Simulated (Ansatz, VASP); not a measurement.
WS2: VASP beside Ansatz

```
W S
1.0
     3.18141    0.00000    0.00000
    -1.59071    2.75518    0.00000
     0.00000    0.00000   23.68815
W S
2 4
Direct
  0.33333 0.66667 0.63794
  0.66667 0.33333 0.36206
  0.33333 0.66667 0.29677
  0.66667 0.33333 0.57263
  0.33333 0.66667 0.42842
  0.66667 0.33333 0.70429
```

Change from the starting cell: all S atoms moved +0.013 Å, as atom 3 along Cartesian [0 0 1].

Alike in both runs: task single point; functional r2SCAN; k mesh 12 × 12 × 2; occupations gaussian, width 0.05 eV; no spin polarisation.

|  | VASP | Ansatz |
| --- | --- | --- |
| version | VASP 6.6.1 | Ansatz 0.2.0 |
| potentials or method | VASP PAW PBE potentials, release 64 (W_sv, S), cutoff 520 eV | scalar-relativistic, plane waves, PAW |
| valence electrons in the cell | 52 | 52 |

|  | VASP | Ansatz | Ansatz less VASP |
| --- | --- | --- | --- |
| gap on the k mesh at the Fermi level (eV) | 1.59 | 1.57 | -0.018 |
| least direct gap on the mesh (eV) | 1.90 | 1.89 | -0.004 |
| rms of the force components (eV/Å) | 0.171 | 0.171 | -0.0001 |

VASP's potentials were made for PBE, not for r2SCAN. Atom by atom the forces differ by 0.010 eV/Å (rms over components).

Neither program's run includes spin-orbit coupling.
